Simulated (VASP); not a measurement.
# Hg3Pt (Pm-3m) in VASP: single point with BLYP

Aim: the single point of Hg3Pt with BLYP.

Everything below comes from runs of VASP 6.6.1. Logs are shortened: lines on timing, memory, paths and dates and some standing lists are left out, and cuts for length are marked.

### Step 1. The cell of the first run

It takes space group Pm-3m (No. 221, cubic). Conventional cell: a = 4.344 Å, b = 4.344 Å, c = 4.344 Å, α = 90.00°, β = 90.00°, γ = 90.00°. Within 4.0 Å of Hg (site symmetry 4/mmm) lie 8 Hg at 3.07 Å and 4 Pt at 3.07 Å. Pt (site symmetry m-3m) has 12 Hg at 3.07 Å within 4.0 Å.

### Step 2. Single point, BLYP

Input file INCAR:

```
PREC = Accurate ; ENCUT = 570
EDIFF = 1E-6 ; ISMEAR = -1
SIGMA = 0.15 ; LREAL = False
LASPH = True ; NELM = 120
ALGO = Normal ; ISIF = 2
LWAVE = False ; LCHARG = True
GGA = B5 ; ALDAX = 1.0
AGGAX = 1.0 ; AGGAC = 1.0
ALDAC = 0.0 ; LELF = True
LVHAR = True ; NBANDS = 47
GGA_COMPAT = False
```

Input file KPOINTS:

```
Automatic mesh
0
Gamma
  5 5 5
```

Input file POSCAR:

```
Hg3Pt
1.0
    4.3442210000      0.0000000000      0.0000000000
    0.0000000000      4.3442210000      0.0000000000
    0.0000000000      0.0000000000      4.3442210000
Hg Pt
3 1
Direct
    0.0000000000      0.5000000000      0.5000000000
    0.5000000000      0.0000000000      0.5000000000
    0.5000000000      0.5000000000      0.0000000000
    0.0000000000      0.0000000000      0.0000000000
```

Potentials or basis: VASP PAW PBE potentials, release 64 (Hg_sv_GW, Pt_sv_GW).

Run with:

```sh
> cat potpaw_PBE.64/Hg_sv_GW/POTCAR potpaw_PBE.64/Pt_sv_GW/POTCAR > POTCAR
> mpirun -np 1 vasp_std > vasp.out
```

OUTCAR:

```text
PREC = Accurate
   ENCUT = 570
   EDIFF = 1E-6
   ISMEAR = -1
   LREAL = False
   LASPH = True
   NELM = 120
   ISIF = 2
   GGA = B5

 ion  position               nearest neighbor table
   1  0.000  0.500  0.500-   2 3.07   3 3.07   4 3.07   3 3.07   4 3.07   2 3.07   4 3.07   4 3.07
                             2 3.07   3 3.07   3 3.07   2 3.07
   2  0.500  0.000  0.500-   1 3.07   3 3.07   4 3.07   3 3.07   4 3.07   1 3.07   3 3.07   3 3.07
                             1 3.07   4 3.07   4 3.07   1 3.07
   3  0.500  0.500  0.000-   1 3.07   2 3.07   4 3.07   1 3.07   2 3.07   2 3.07   4 3.07   2 3.07
                             1 3.07   4 3.07   1 3.07   4 3.07
   4  0.000  0.000  0.000-   1 3.07   2 3.07   3 3.07   1 3.07   2 3.07   1 3.07   3 3.07   1 3.07
                             2 3.07   3 3.07   2 3.07   3 3.07

  LATTYP: Found a simple cubic cell.
 ALAT       =     4.3442210000

  Lattice vectors:

 A1 = (   4.3442210000,   0.0000000000,   0.0000000000)
 A2 = (   0.0000000000,   4.3442210000,   0.0000000000)
 A3 = (   0.0000000000,   0.0000000000,   4.3442210000)

Analysis of symmetry for initial positions (statically):
=====================================================================
 Subroutine PRICEL returns:
 Original cell was already a primitive cell.

 Routine SETGRP: Setting up the symmetry group for a
 simple cubic supercell.

 Subroutine GETGRP returns: Found 48 space group operations
 (whereof 48 operations were pure point group operations)
 out of a pool of 48 trial point group operations.

The static configuration has the point symmetry O_h .

Analysis of symmetry for dynamics (positions and initial velocities):
=====================================================================
 Subroutine PRICEL returns:
 Original cell was already a primitive cell.

 Routine SETGRP: Setting up the symmetry group for a
 simple cubic supercell.

 Subroutine GETGRP returns: Found 48 space group operations
 (whereof 48 operations were pure point group operations)
 out of a pool of 48 trial point group operations.

The dynamic configuration has the point symmetry O_h .

 Subroutine INISYM returns: Found 48 space group operations
 (whereof 48 operations are pure point group operations),
 and found     1 'primitive' translations

----------------------------------------------------------------------------------------

                                     Primitive cell

  volume of cell :      81.9853

  direct lattice vectors                    reciprocal lattice vectors
     4.344221000  0.000000000  0.000000000     0.230190867  0.000000000  0.000000000
     0.000000000  4.344221000  0.000000000     0.000000000  0.230190867  0.000000000
     0.000000000  0.000000000  4.344221000     0.000000000  0.000000000  0.230190867

  length of vectors
     4.344221000  4.344221000  4.344221000     0.230190867  0.230190867  0.230190867

  position of ions in fractional coordinates (direct lattice)
     0.000000000  0.500000000  0.500000000
     0.500000000  0.000000000  0.500000000
     0.500000000  0.500000000  0.000000000
     0.000000000  0.000000000  0.000000000

  ion indices of the primitive-cell ions
   primitive index   ion index
                 1           1
                 2           2
                 3           3
                 4           4

----------------------------------------------------------------------------------------

 KPOINTS: Automatic mesh

Automatic generation of k-mesh.
 Grid dimensions read from file:
 generate k-points for:    5    5    5

 Generating k-lattice:

  Cartesian coordinates                     Fractional coordinates (reciprocal lattice)
     0.046038173  0.000000000  0.000000000     0.200000000  0.000000000  0.000000000
     0.000000000  0.046038173  0.000000000     0.000000000  0.200000000  0.000000000
     0.000000000  0.000000000  0.046038173     0.000000000  0.000000000  0.200000000

  Length of vectors
     0.046038173  0.046038173  0.046038173

  Shift w.r.t. Gamma in fractional coordinates (k-lattice)
     0.000000000  0.000000000  0.000000000

 Subroutine IBZKPT returns following result:
 ===========================================

 Found     10 irreducible k-points:

 Following reciprocal coordinates:
            Coordinates               Weight
  0.000000  0.000000  0.000000      1.000000
  0.200000  0.000000  0.000000      6.000000
  0.400000  0.000000  0.000000      6.000000
  0.200000  0.200000  0.000000     12.000000
  0.400000  0.200000  0.000000     24.000000
  0.400000  0.400000  0.000000     12.000000
  0.200000  0.200000  0.200000      8.000000
  0.400000  0.200000  0.200000     24.000000
  0.400000  0.400000  0.200000     24.000000
  0.400000  0.400000  0.400000      8.000000
   k-points           NKPTS =     10   k-points in BZ     NKDIM =     10   number of bands    NBANDS=     47
   number of dos      NEDOS =    301   number of ions     NIONS =      4
   total plane-waves  NPLWV =  46656
   dimension x,y,z NGX =    36 NGY =   36 NGZ =   36
   dimension x,y,z NGXF=    72 NGYF=   72 NGZF=   72
   ions per type =               3   1
   NGX,Y,Z   is equivalent  to a cutoff of  13.78, 13.78, 13.78 a.u.
   NGXF,Y,Z  is equivalent  to a cutoff of  27.55, 27.55, 27.55 a.u.
 SYSTEM =  unknown system
   PREC   = accura    normal or accurate (medium, high low for compatibility)
   ISTART =      0    job   : 0-new  1-cont  2-samecut
   ICHARG =      2    charge: 1-file 2-atom 10-const
   ISPIN  =      1    spin polarized calculation?
   LNONCOLLINEAR =      F non collinear calculations
   LSORBIT =      F    spin-orbit coupling
   LASPH  =      T    aspherical Exc in radial PAW
   ENCUT  =  570.0 eV  41.89 Ry    6.47 a.u.   8.46  8.46  8.46*2*pi/ulx,y,z
   NELM   =    120;   NELMIN=  2; NELMDL= -5     # of ELM steps
   EDIFF  = 0.1E-05   stopping-criterion for ELM
   LREAL  =      F    real-space projection
   EDIFFG = 0.1E-04   stopping-criterion for IOM
   NSW    =      0    number of steps for IOM
   IBRION =     -1    ionic relax: 0-MD 1-quasi-New 2-CG
   NFREE  =      0    steps in history (QN), initial steepest desc. (CG)
   ISIF   =      2    stress and relaxation
   ISYM   =      2    0-nonsym 1-usesym 2-fastsym
   POTIM  = 0.5000    time-step for ionic-motion
   TEBEG  =    0.0;   TEEND  =   0.0 temperature during run
   PSTRESS=    0.0 pullay stress
   NELECT =      78.0000    total number of electrons
   NUPDOWN=      -1.0000    fix difference up-down
   EMIN   =  10.00;   EMAX   =-10.00  energy-range for DOS
   EFERMI =   0.00;   METHOD = LEGACY
   ISMEAR =    -1;   SIGMA  =   0.15  broadening in eV -4-tet -1-fermi 0-gaus
   EFERMI_NEDOS =   21; number of points for ismear=-14 and -15
   IALGO  =     38    algorithm
   IMIX   =      4    mixing-type and parameters
     AMIX     =   0.40;   BMIX     =  1.00
     AMIX_MAG =   1.60;   BMIX_MAG =  1.00
  volume/ion in A,a.u.               =      20.50       138.32
  Fermi-wavevector in a.u.,A,eV,Ry     =   1.610131  3.042706 35.273386  2.592521
  Thomas-Fermi vector in A             =   2.705730
   LORBIT       =      0    0 simple, 1 ext, 2 COOP (PROOUT), +10 PAW based schemes
   GGA     = B5    functional components
   LHFCALC =     F    Hartree Fock is set to
   AEXX    =    0.0000 exact exchange contribution
   IVDW    =     0    specifies the selected vdW correction
   LEPSILON=     F    determine dielectric tensor
   LRPA    =     F    only Hartree local field effects (RPA)
 non-spin polarized calculation
  energy-cutoff  :      570.00
  volume of cell :       81.99
 maximum number of plane-waves:      2550
 NGX is ok and might be reduce to    36
   NGX = 17   NGY = 17   NGZ = 17

 number of electron      77.9999973 magnetization

 Free energy of the ion-electron system (eV)
  ---------------------------------------------------
  ext. energy  EPLUGINS =         0.00000000
  ---------------------------------------------------
  free energy    TOTEN  =        -3.04057176 eV

  energy without entropy =       -2.89285904  energy(sigma->0) =       -2.96671540

 E-fermi :   7.9323     XC(G=0): -11.5790

 val. band max:        7.9003332244   @ k =   0.4000   0.2000   0.0000
 cond. band min:       7.9623173906   @ k =   0.0000   0.0000   0.0000
 fundamental gap:      0.0619841661
 Fermi energy:         7.9322518942

 k-point     1 :       0.0000    0.0000    0.0000
  band No.  band energies     occupation
      1    -106.8986      2.00000
      2    -106.8959      2.00000
      3    -106.8959      2.00000
      4     -89.1371      2.00000
      5     -55.5709      2.00000
      6     -55.5709      2.00000
[... 39 lines left out ...]
     46      15.4984      0.00000
     47      16.1565      0.00000

 k-point     2 :       0.2000    0.0000    0.0000
  band No.  band energies     occupation
      1    -106.8984      2.00000
      2    -106.8961      2.00000
      3    -106.8959      2.00000
      4     -89.1372      2.00000
      5     -55.5695      2.00000
      6     -55.5695      2.00000
[... 39 lines left out ...]
     46      15.3171      0.00000
     47      15.3243      0.00000

 k-point     3 :       0.4000    0.0000    0.0000
  band No.  band energies     occupation
      1    -106.8978      2.00000
      2    -106.8967      2.00000
      3    -106.8959      2.00000
      4     -89.1373      2.00000
      5     -55.5670      2.00000
      6     -55.5670      2.00000
[... 39 lines left out ...]
     46      15.1356      0.00000
     47      17.9825      0.00000

 k-point     4 :       0.2000    0.2000    0.0000
  band No.  band energies     occupation
      1    -106.8982      2.00000
      2    -106.8962      2.00000
      3    -106.8960      2.00000
      4     -89.1374      2.00000
      5     -55.5736      2.00000
      6     -55.5681      2.00000
[... 239 lines left out ...]
     46      15.8890      0.00000
     47      17.4701      0.00000

 k-point     9 :       0.4000    0.4000    0.2000
  band No.  band energies     occupation
      1    -106.8972      2.00000
      2    -106.8967      2.00000
      3    -106.8965      2.00000
      4     -89.1372      2.00000
      5     -55.5890      2.00000
      6     -55.5540      2.00000
[... 39 lines left out ...]
     46      18.0391      0.00000
     47      18.2104      0.00000

 k-point    10 :       0.4000    0.4000    0.4000
  band No.  band energies     occupation
      1    -106.8970      2.00000
      2    -106.8967      2.00000
      3    -106.8967      2.00000
      4     -89.1370      2.00000
      5     -55.5973      2.00000
      6     -55.5449      2.00000
[... 39 lines left out ...]
     46      19.9361      0.00000
     47      20.4821      0.00000

------------------------ aborting loop because EDIFF is reached ----------------------------------------

  FORCE on cell =-STRESS in cart. coord.  units (eV):
  Direction    XX          YY          ZZ          XY          YZ          ZX
  --------------------------------------------------------------------------------------
  -------------------------------------------------------------------------------------
  Total        3.7953428      3.7953428      3.7953428     -0.0000000     -0.0000000     -0.0000000
  in kB       74.1695862     74.1695862     74.1695862     -0.0000000     -0.0000000     -0.0000000
  external PRESSURE =      74.1695862 kB  Pullay stress =       0.0000000 kB

 VOLUME and BASIS-vectors are now :
 -----------------------------------------------------------------------------
  energy-cutoff  :      570.00
  volume of cell :       81.99
      direct lattice vectors                 reciprocal lattice vectors
     4.344221000  0.000000000  0.000000000     0.230190867  0.000000000  0.000000000
     0.000000000  4.344221000  0.000000000     0.000000000  0.230190867  0.000000000
     0.000000000  0.000000000  4.344221000     0.000000000  0.000000000  0.230190867

 POSITION                                       TOTAL-FORCE (eV/Angst)
 -----------------------------------------------------------------------------------
      0.00000      2.17211      2.17211         0.000000      0.000000      0.000000
      2.17211      0.00000      2.17211         0.000000      0.000000      0.000000
      2.17211      2.17211      0.00000         0.000000      0.000000      0.000000
      0.00000      0.00000      0.00000         0.000000      0.000000      0.000000
 -----------------------------------------------------------------------------------
    total drift:                                0.000000      0.000000      0.000000

  FREE ENERGIE OF THE ION-ELECTRON SYSTEM (eV)
  ---------------------------------------------------
  free  energy   TOTEN  =        -3.0405717566 eV

  energy  without entropy=       -2.8928590374  energy(sigma->0) =       -2.96671540
```

Wall time 78 s (1 thread of Intel Xeon Platinum 8259CL at 2.50GHz (Skylake/Cascade Lake), shared host); peak memory 0.22 GiB.

What came out:

```
Free energy            : -3.0406 eV
Pressure               : 7.4 GPa
Band gap on the k mesh : zero (bands 39 and 40 overlap by 1.92 eV)
```

Levels at points of the mesh, in eV from the Fermi level:
```
           k point  band 36  band 37  band 38  band 39  band 40  band 41  band 42  band 43
(0.00, 0.00, 0.00)    -1.54    -1.54     0.03     0.03     0.03     1.96     1.96     3.20
```

Caveat: the cell stands under pressure; the PAW data sets were made with another functional, which shifts forces and pressure a little; spin-orbit coupling is left out, which moves the levels of the heavy elements.

The gap in the log of VASP goes by the Fermi energy; the results here count the filled bands.